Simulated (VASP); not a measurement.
Write the native input for VASP 6.6.1 that does the following.

- Task: single point
- Functional: PBE
- Potentials or basis: VASP PAW PBE potentials, release 64 (Si)
- Cutoff: 520 eV
- k mesh: 8 × 6 × 1
- Occupations: fermi-dirac, width 0.02 eV
- Spin: no spin polarisation
- Dipole correction: yes
- Further INCAR settings: ALGO = Normal; EDIFF = 1e-06; NBANDS = 21

The structure of Si lies in POSCAR:

```
Si
1.0
    3.8685410222      0.0000000000      0.0000000000
    0.0000000000      5.4709431802      0.0000000000
    0.0000000000      0.0000000000     19.8685000000
Si
6
Direct
    0.7500000000      0.1250000000      0.4026463744
    0.2500000000      0.8750000000      0.4026463744
    0.2500000000      0.6250000000      0.5000000000
    0.7500000000      0.3750000000      0.5000000000
    0.7500000000      0.1250000000      0.5973536256
    0.2500000000      0.8750000000      0.5973536256
```

The input as run:

INCAR

```
PREC = Accurate
ENCUT = 520
EDIFF = 1E-6
ISMEAR = -1
SIGMA = 0.02
LREAL = F
LASPH = T
NELM = 100
ALGO = Normal
ISIF = 2
LWAVE = F
LCHARG = F
LDIPOL = T
IDIPOL = 3
DIPOL = 0.5 0.5 0.500
GGA = PE
NBANDS = 21
```

KPOINTS

```
regular mesh
0
Gamma
  8 6 1
```

Potentials or basis: VASP PAW PBE potentials, release 64 (Si).

The run is started by

```sh
$ cat potpaw_PBE.64/Si/POTCAR > POTCAR
$ mpirun -np 1 vasp_std > vasp.out
```

It gave:

| Item | Value |
| --- | --- |
| Largest force | 0.638 eV/Å |
| Band gap on the k mesh | zero (band 12 reaches -1.70 eV, above the bottom of band 13 at -1.98 eV) |

Run time: 2.3 min on 1 thread of AMD EPYC 9R45 96-Core Processor (Zen 5), with other jobs on the host, peak memory 0.47 GiB.
